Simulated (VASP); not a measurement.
# Sb (Fm-3m) in VASP: a series of runs, part 2 of 2

VASP 6.6.1. Earlier steps stand in the parts before.

**4. Single point, PBE0**

This run uses another cell than the first one, of 25.07 Å³/atom.

File POSCAR:

```
Sb
1.0
    0.0000000000      2.3228362346      2.3228362346
    2.3228362346      0.0000000000      2.3228362346
    2.3228362346      2.3228362346      0.0000000000
Sb
1
Direct
    0.0000000000      0.0000000000      0.0000000000
```

File INCAR.step1:

```
ALGO = Normal ; EDIFF = 1E-5
ENCUT = 400 ; GGA = PE
GGA_COMPAT = F ; ISIF = 2
ISMEAR = -1 ; LASPH = T
LCHARG = F ; LREAL = F
LWAVE = T ; NBANDS = 14
NELM = 120 ; PREC = Accurate
SIGMA = 0.05
```

File INCAR.step2:

```
AEXX = 0.25 ; ALGO = Normal
EDIFF = 1E-6 ; ENCUT = 400
GGA = PE ; GGA_COMPAT = F
ISIF = 2 ; ISMEAR = -1
ISTART = 1 ; LASPH = T
LCHARG = F ; LHFCALC = T
LREAL = F ; LWAVE = F
NBANDS = 14 ; NELM = 120
PREC = Accurate ; PRECFOCK = Normal
SIGMA = 0.05
```

File KPOINTS:

```
k-points
0
Gamma
  6 6 6
```

Run with:

```
$ cat potpaw_PBE.64/Sb_d_GW/POTCAR > POTCAR
$ cp INCAR.step1 INCAR
$ mpirun -np 1 vasp_std > vasp.out
$ cp INCAR.step2 INCAR
$ mpirun -np 1 vasp_std > vasp.out
```

Run time: 26 min. Hardware: 1 thread of Intel Xeon Platinum 8259CL at 2.50GHz (Skylake/Cascade Lake), shared host; peak memory 0.16 GiB.

The run converged. Its results:

| Quantity | Value |
| --- | --- |
| Free energy | -5.0724 eV |
| Pressure | 3.6 GPa |
| Band gap on the k mesh | zero (an odd number of electrons rules out a gap without spin polarisation) |

Levels at points of the mesh, in eV from the Fermi level:
```tsv
k point	band 5	band 6	band 7	band 8	band 9	band 10
(0.00, 0.00, 0.00)	-32.49	-15.72	6.79	6.79	6.79	11.14
(0.50, 0.00, 0.00)	-32.44	-10.99	-7.78	4.76	4.76	9.82
(0.50, 0.50, 0.00)	-32.43	-8.88	-6.64	0.61	0.61	4.77
```

Caveat: the k points lie up to 0.39 Å⁻¹ apart, too coarse for converged energies and pressures of a metal; the PAW data sets were made with another functional, which shifts forces and pressure a little; spin-orbit coupling is left out, which moves the levels of the heavy elements; an odd number of electrons without spin polarisation forces a metal; a magnetic or distorted state may lie lower.

**5. Relaxation of cell and atoms, PBE0**

This run uses another cell than the first one, of 26.67 Å³/atom.

File POSCAR:

```
Sb
1.0
    0.0000000000      2.3712425216      2.3712425216
    2.3712425216      0.0000000000      2.3712425216
    2.3712425216      2.3712425216      0.0000000000
Sb
1
Direct
    0.0000000000      0.0000000000      0.0000000000
```

File INCAR.step1:

```
SYSTEM = Sb
ALGO = Normal
EDIFF = 1E-5
EDIFFG = -0.005
ENCUT = 500
GGA = PE
GGA_COMPAT = .FALSE.
IBRION = 2
ISIF = 3
ISMEAR = -1
LASPH = .TRUE.
LCHARG = .FALSE.
LREAL = .FALSE.
LWAVE = .TRUE.
NBANDS = 14
NELM = 120
NELMIN = 4
NSW = 100
PREC = Accurate
SIGMA = 0.05
```

File INCAR.step2:

```
SYSTEM = Sb
AEXX = 0.25
ALGO = Normal
EDIFF = 1E-7
EDIFFG = -0.01
ENCUT = 500
GGA = PE
GGA_COMPAT = .FALSE.
IBRION = 2
ISIF = 3
ISMEAR = -1
ISTART = 1
LASPH = .TRUE.
LCHARG = .FALSE.
LHFCALC = .TRUE.
LREAL = .FALSE.
LWAVE = .FALSE.
NELM = 120
NELMIN = 4
NSW = 60
PREC = Accurate
PRECFOCK = Normal
SIGMA = 0.05
```

File KPOINTS:

```
k-points
0
G
  5 5 5
  0 0 0
```

Run with:

```
$ cat potpaw_PBE.64/Sb_d_GW/POTCAR > POTCAR
$ cp INCAR.step1 INCAR
$ mpirun -np 1 vasp_std > vasp.out
$ cp INCAR.step2 INCAR
$ mpirun -np 1 vasp_std > vasp.out
```

Run time: 26 min. Hardware: 1 thread of Intel Xeon Platinum 8559C (Emerald Rapids), shared host; peak memory 0.17 GiB.

The run converged. Its results:

```
Free energy                           : -5.0152 eV
Relaxed volume                        : 26.51 Å³/atom
Relaxed cell                          : a = 3.347 Å, b = 3.347 Å, c = 3.347 Å, α = 60.00°, β = 60.00°, γ = 60.00°
Space group after relaxing (to 0.1 Å) : Fm-3m (No. 225)
Energy gained by relaxing             : 0.2 meV/atom
Ionic steps                           : 3
Pressure after relaxing               : 0.0 GPa
Band gap on the k mesh                : zero (an odd number of electrons rules out a gap without spin polarisation)
```

Step by step:
```csv
step,energy change (eV),largest force (eV/Å),pressure (GPa),volume (Å³)
1,0.0000,0.0000,-0.32,26.67
2,-0.0002,0.0000,0.22,26.46
3,-0.0002,0.0000,-0.02,26.51
```

Final structure:
```xyz
1
Lattice="0.0000 2.3665 2.3665 2.3665 0.0000 2.3665 2.3665 2.3665 0.0000" Properties=species:S:1:pos:R:3 pbc="T T T"
Sb    0.0000    0.0000    0.0000
```

Levels at points of the mesh, in eV from the Fermi level:
| k point | band 4 | band 5 | band 6 | band 7 | band 8 | band 9 | band 10 | band 11 |
| --- | --- | --- | --- | --- | --- | --- | --- | --- |
| (0.00, 0.00, 0.00) | -31.93 | -31.93 | -14.67 | 6.92 | 6.92 | 6.92 | 11.70 | 12.11 |

Caveat: the k points lie up to 0.46 Å⁻¹ apart in the final cell, too coarse for converged energies and pressures of a metal; the PAW data sets were made with another functional, which shifts forces and pressure a little; spin-orbit coupling is left out, which moves the levels of the heavy elements; an odd number of electrons without spin polarisation forces a metal; a magnetic or distorted state may lie lower.

**6. Relaxation of cell and atoms, HF**

This run uses another cell than the first one, of 26.67 Å³/atom.

POSCAR is that of step 5.

File INCAR.step1:

```
  ALGO = Normal
  EDIFF = 1E-5
  EDIFFG = -0.005
  ENCUT = 500
  GGA = PE
  GGA_COMPAT = F
  IBRION = 2
  ISIF = 3
  ISMEAR = -1
  LASPH = T
  LCHARG = F
  LREAL = F
  LWAVE = T
  NBANDS = 14
  NELM = 120
  NELMIN = 4
  NSW = 100
  PREC = Accurate
  SIGMA = 0.05
```

File INCAR.step2:

```
  AEXX = 1.0
  AGGAC = 0.0
  ALDAC = 0.0
  ALGO = Normal
  EDIFF = 1E-7
  EDIFFG = -0.01
  ENCUT = 500
  GGA = PE
  GGA_COMPAT = F
  IBRION = 2
  ISIF = 3
  ISMEAR = -1
  ISTART = 1
  LASPH = T
  LCHARG = F
  LHFCALC = T
  LREAL = F
  LWAVE = F
  NELM = 120
  NELMIN = 4
  NSW = 60
  PREC = Accurate
  PRECFOCK = Normal
  SIGMA = 0.05
```

File KPOINTS:

```
k-points
0
Gamma
  5 5 5
```

Potentials or basis: VASP PAW PBE potentials, release 64 (Sb_d_GW).

Run with:

```
$ cat potpaw_PBE.64/Sb_d_GW/POTCAR > POTCAR
$ cp INCAR.step1 INCAR
$ mpirun -np 1 vasp_std > vasp.out
$ cp INCAR.step2 INCAR
$ mpirun -np 1 vasp_std > vasp.out
```

OUTCAR:

```text
AEXX = 1.0
   EDIFF = 1E-7
   EDIFFG = -0.01
   ENCUT = 500
   GGA = PE
   IBRION = 2
   ISIF = 3
   ISMEAR = -1
   ISTART = 1
   LASPH = T
   LHFCALC = T
   LREAL = F
   NELM = 120
   NELMIN = 4
   NSW = 60
   PREC = Accurate
   PRECFOCK = Normal

 ion  position               nearest neighbor table
   1  0.000  0.000  0.000-

  LATTYP: Found a face centered cubic cell.
 ALAT       =     4.7424850432

  Lattice vectors:

 A1 = (   0.0000000000,   2.3712425216,   2.3712425216)
 A2 = (   2.3712425216,   0.0000000000,   2.3712425216)
 A3 = (   2.3712425216,   2.3712425216,   0.0000000000)

Analysis of symmetry for initial positions (statically):
=====================================================================
 Subroutine PRICEL returns:
 Original cell was already a primitive cell.

 Routine SETGRP: Setting up the symmetry group for a
 face centered cubic supercell.

 Subroutine GETGRP returns: Found 48 space group operations
 (whereof 48 operations were pure point group operations)
 out of a pool of 48 trial point group operations.

The static configuration has the point symmetry O_h .

Analysis of symmetry for dynamics (positions and initial velocities):
=====================================================================
 Subroutine PRICEL returns:
 Original cell was already a primitive cell.

 Routine SETGRP: Setting up the symmetry group for a
 face centered cubic supercell.

 Subroutine GETGRP returns: Found 48 space group operations
 (whereof 48 operations were pure point group operations)
 out of a pool of 48 trial point group operations.

The dynamic configuration has the point symmetry O_h .

 Subroutine INISYM returns: Found 48 space group operations
 (whereof 48 operations are pure point group operations),
 and found     1 'primitive' translations

----------------------------------------------------------------------------------------

                                     Primitive cell

  volume of cell :      26.6660

[... 109 lines left out ...]
   LRPA    =     F    only Hartree local field effects (RPA)
 conjugate gradient relaxation of ions
 non-spin polarized calculation
  energy-cutoff  :      500.00
  volume of cell :       26.67
 maximum number of plane-waves:       687
  NGX = 20; NGY = 20; NGZ = 20

--------------------------------------- Ionic step        1  -------------------------------------------

 number of electron      15.0000001 magnetization

 Free energy of the ion-electron system (eV)
  ---------------------------------------------------
  ext. energy  EPLUGINS =         0.00000000
  ---------------------------------------------------
  free energy    TOTEN  =        -7.07205513 eV

  energy without entropy =       -7.06084067  energy(sigma->0) =       -7.06644790

------------------------ aborting loop because EDIFF is reached ----------------------------------------

  FORCE on cell =-STRESS in cart. coord.  units (eV):
  Direction    XX          YY          ZZ          XY          YZ          ZX
  --------------------------------------------------------------------------------------
  -------------------------------------------------------------------------------------
  Total        0.8593525      0.8593525      0.8593525     -0.0000000      0.0000000     -0.0000000
  in kB       51.6326044     51.6326044     51.6326044     -0.0000000      0.0000000     -0.0000000
  external PRESSURE =      51.6326044 kB  Pullay stress =       0.0000000 kB
[... 22 lines left out ...]
--------------------------------------- Ionic step        2  -------------------------------------------

 number of electron      15.0000018 magnetization

 E-fermi :   5.7743     XC(G=0):   0.0000

 val. band max:        5.7247541490   @ k =  -0.4000   0.4000   0.2000
 cond. band min:       7.9094905001   @ k =  -0.2000   0.2000   0.0000
 fundamental gap:      2.1847363512
 Fermi energy:         5.7742740843

 k-point     1 :       0.0000    0.0000    0.0000
  band No.  band energies     occupation
      1     -34.7184      2.00000
      2     -34.7184      2.00000
      3     -34.7184      2.00000
      4     -34.6823      2.00000
      5     -34.6823      2.00000
      6     -13.2858      2.00000
      7      15.0695      0.00000
      8      15.0695      0.00000
      9      15.0695      0.00000
     10      20.9838      0.00000
     11      21.2710      0.00000
[... 158 lines left out ...]
--------------------------------------- Ionic step        3  -------------------------------------------

 number of electron      14.9999989 magnetization

 Free energy of the ion-electron system (eV)
  ---------------------------------------------------
  ext. energy  EPLUGINS =         0.00000000
  ---------------------------------------------------
  free energy    TOTEN  =        -7.10139986 eV

  energy without entropy =       -7.09018540  energy(sigma->0) =       -7.09579263

 E-fermi :   6.2158     XC(G=0):   0.0000

 val. band max:        6.1662546268   @ k =  -0.4000   0.4000   0.2000
 cond. band min:       8.4139362302   @ k =  -0.2000   0.2000   0.0000
 fundamental gap:      2.2476816034
 Fermi energy:         6.2157745625

 k-point     1 :       0.0000    0.0000    0.0000
  band No.  band energies     occupation
      1     -34.1860      2.00000
      2     -34.1860      2.00000
      3     -34.1860      2.00000
      4     -34.1435      2.00000
      5     -34.1435      2.00000
      6     -13.2438      2.00000
      7      16.0503      0.00000
      8      16.0503      0.00000
      9      16.0503      0.00000
     10      21.7959      0.00000
     11      21.8881      0.00000
[... 152 lines left out ...]
  FREE ENERGIE OF THE ION-ELECTRON SYSTEM (eV)
  ---------------------------------------------------
  free  energy   TOTEN  =        -7.1013998555 eV

  energy  without entropy=       -7.0901854049  energy(sigma->0) =       -7.09579263

 reached required accuracy - stopping structural energy minimisation
```

OUTCAR.step1:

```text
EDIFF = 1E-5
   EDIFFG = -0.005
   ENCUT = 500
   GGA = PE
   IBRION = 2
   ISIF = 3
   ISMEAR = -1
   LASPH = T
   LREAL = F
   NELM = 120
   NELMIN = 4
   NSW = 100
   PREC = Accurate

[... 365 lines left out ...]
      3     -23.2051      2.00000
      4     -23.1697      2.00000
      5     -23.1697      2.00000
      6      -6.6284      2.00000
      7      11.2751      0.00000
      8      11.2751      0.00000
      9      11.2751      0.00000
     10      16.3070      0.00000
     11      16.5485      0.00000
     12      16.5485      0.00000
     13      16.5485      0.00000
     14      17.7968      0.00000
[... 179 lines left out ...]
  FREE ENERGIE OF THE ION-ELECTRON SYSTEM (eV)
  ---------------------------------------------------
  free  energy   TOTEN  =        -3.7864227355 eV

  energy  without entropy=       -3.7728366664  energy(sigma->0) =       -3.77962970

 reached required accuracy - stopping structural energy minimisation
```

It took 33 min on 1 thread of Intel Xeon Platinum 8259CL at 2.50GHz (Skylake/Cascade Lake), shared host; peak memory 0.16 GiB.

Results:

```
Free energy                           : -7.1014 eV
Relaxed volume                        : 28.62 Å³/atom
Relaxed cell                          : a = 3.433 Å, b = 3.433 Å, c = 3.433 Å, α = 60.00°, β = 60.00°, γ = 60.00°
Space group after relaxing (to 0.1 Å) : Fm-3m (No. 225)
Energy gained by relaxing             : 29.3 meV/atom
Ionic steps                           : 3
Pressure after relaxing               : 0.0 GPa
Band gap on the k mesh                : zero (an odd number of electrons rules out a gap without spin polarisation)
```

Step by step:
```csv
step,energy change (eV),largest force (eV/Å),pressure (GPa),volume (Å³)
1,0.0000,0.0000,5.16,26.67
2,-0.0150,0.0000,-2.96,30.12
3,-0.0293,0.0000,0.01,28.62
```

Final structure:
```cif
data_structure
_symmetry_space_group_name_H-M 'P 1'
_symmetry_Int_Tables_number 1
_cell_length_a 3.4334
_cell_length_b 3.4334
_cell_length_c 3.4334
_cell_angle_alpha 60.000
_cell_angle_beta 60.000
_cell_angle_gamma 60.000
_cell_volume 28.62
loop_
_atom_site_label
_atom_site_type_symbol
_atom_site_fract_x
_atom_site_fract_y
_atom_site_fract_z
_atom_site_occupancy
Sb1 Sb 0.00000 0.00000 0.00000 1
```

Levels at points of the mesh, in eV from the Fermi level:
| k point | band 3 | band 4 | band 5 | band 6 | band 7 | band 8 | band 9 | band 10 | band 11 |
| --- | --- | --- | --- | --- | --- | --- | --- | --- | --- |
| (0.00, 0.00, 0.00) | -40.40 | -40.36 | -40.36 | -19.46 | 9.83 | 9.83 | 9.83 | 15.58 | 15.67 |

Caveat: the k points lie up to 0.45 Å⁻¹ apart in the final cell, too coarse for converged energies and pressures of a metal; the PAW data sets were made with another functional, which shifts forces and pressure a little; spin-orbit coupling is left out, which moves the levels of the heavy elements; an odd number of electrons without spin polarisation forces a metal; a magnetic or distorted state may lie lower.

**7. Single point, HSE06**

This run uses another cell than the first one, of 26.67 Å³/atom.

POSCAR is that of step 6.

File INCAR.step1:

```
SYSTEM = Sb
PREC     = Accurate       ! precision mode
ENCUT    = 400            ! plane-wave cutoff, eV
EDIFF    = 1E-5           ! SCF threshold, eV
ISMEAR   = -1             ! smearing method
SIGMA    = 0.05           ! smearing width, eV
LREAL    = .FALSE.        ! projectors in reciprocal space
LASPH    = .TRUE.         ! aspherical terms in the spheres
NELM     = 120            ! most SCF steps
ALGO     = Normal         ! electronic algorithm
ISIF     = 2              ! what is computed and relaxed
LWAVE    = .TRUE.         ! write WAVECAR
LCHARG   = .FALSE.        ! write CHGCAR
NBANDS   = 14             ! bands
GGA      = PE             ! functional
GGA_COMPAT= .FALSE.
```

File INCAR.step2:

```
SYSTEM = Sb
PREC     = Accurate       ! precision mode
ENCUT    = 400            ! plane-wave cutoff, eV
EDIFF    = 1E-6           ! SCF threshold, eV
ISMEAR   = -1             ! smearing method
SIGMA    = 0.05           ! smearing width, eV
LREAL    = .FALSE.        ! projectors in reciprocal space
LASPH    = .TRUE.         ! aspherical terms in the spheres
NELM     = 120            ! most SCF steps
ALGO     = Normal         ! electronic algorithm
ISIF     = 2              ! what is computed and relaxed
LWAVE    = .FALSE.        ! write WAVECAR
LCHARG   = .FALSE.        ! write CHGCAR
GGA      = PE             ! functional
LHFCALC  = .TRUE.         ! exact exchange
HFSCREEN = 0.2079         ! screening, 1/A
PRECFOCK = Normal       
NBANDS   = 14             ! bands
ISTART   = 1            
GGA_COMPAT= .FALSE.
```

File KPOINTS:

```
regular mesh
0
G
  6 6 6
  0 0 0
```

Run with:

```
$ cat potpaw_PBE.64/Sb_d_GW/POTCAR > POTCAR
$ cp INCAR.step1 INCAR
$ mpirun -np 1 vasp_std > vasp.out
$ cp INCAR.step2 INCAR
$ mpirun -np 1 vasp_std > vasp.out
```

Run time: 28 min. Hardware: 1 thread of Intel Xeon Platinum 8375C at 2.90GHz (Ice Lake), shared host; peak memory 0.25 GiB.

Results (log left out):

- Free energy: -4.5541 eV
- Pressure: -0.7 GPa
- Band gap on the k mesh: zero (an odd number of electrons rules out a gap without spin polarisation)

Levels at points of the mesh, in eV from the Fermi level:
```tsv
k point	band 5	band 6	band 7	band 8	band 9	band 10
(0.00, 0.00, 0.00)	-32.14	-14.82	5.79	5.79	5.79	10.66
(0.50, 0.00, 0.00)	-32.10	-10.49	-6.98	3.93	3.93	8.85
(0.50, 0.50, 0.00)	-32.09	-8.60	-5.93	0.21	0.21	4.27
```

Caveat: the k points lie up to 0.38 Å⁻¹ apart, too coarse for converged energies and pressures of a metal; the PAW data sets were made with another functional, which shifts forces and pressure a little; spin-orbit coupling is left out, which moves the levels of the heavy elements; an odd number of electrons without spin polarisation forces a metal; a magnetic or distorted state may lie lower.

**8. Summary**

```csv
task,level,cell,k mesh,cutoff (eV),share of exact exchange,screening parameter,gap on the mesh (eV),pressure (GPa),relaxed volume (Å³/atom)
single point,PBE0,"a = 3.331 Å, angles 60.0°, 1 atom",6 × 6 × 6,400,0.25,-,none,0.3,-
single point,r2SCAN-based global hybrid with 35 % exact exchange,"a = 3.353 Å, angles 60.0°, 1 atom",6 × 6 × 6,440,0.35,-,none,-1.7,-
single point,PBE0,"a = 3.285 Å, angles 60.0°, 1 atom",6 × 6 × 6,400,0.25,-,none,3.6,-
relaxation of cell and atoms,PBE0,"relaxed from a = 3.353 Å, angles 60.0°, 1 atom",5 × 5 × 5,500,0.25,-,none,0.0,26.51
relaxation of cell and atoms,HF,"relaxed from a = 3.353 Å, angles 60.0°, 1 atom",5 × 5 × 5,500,1,-,none,0.0,28.62
single point,HSE06,"a = 3.353 Å, angles 60.0°, 1 atom",6 × 6 × 6,400,0.25,0.2079 1/Å,none,-0.7,-
```

Alike in all rows: potentials or basis VASP PAW PBE potentials, release 64 (Sb_d_GW); no spin polarisation; smearing fermi-dirac 0.05 eV.

Caveats: all runs use coarse meshes; the PAW data sets were made with another functional, which shifts forces and pressure a little; spin-orbit coupling is left out, which moves the levels of the heavy elements; an odd number of electrons without spin polarisation forces a metal; a magnetic or distorted state may lie lower.

Absolute energies hang on the potentials; compare differences alone.

The gap in the log of VASP goes by the Fermi energy; the results here count the filled bands.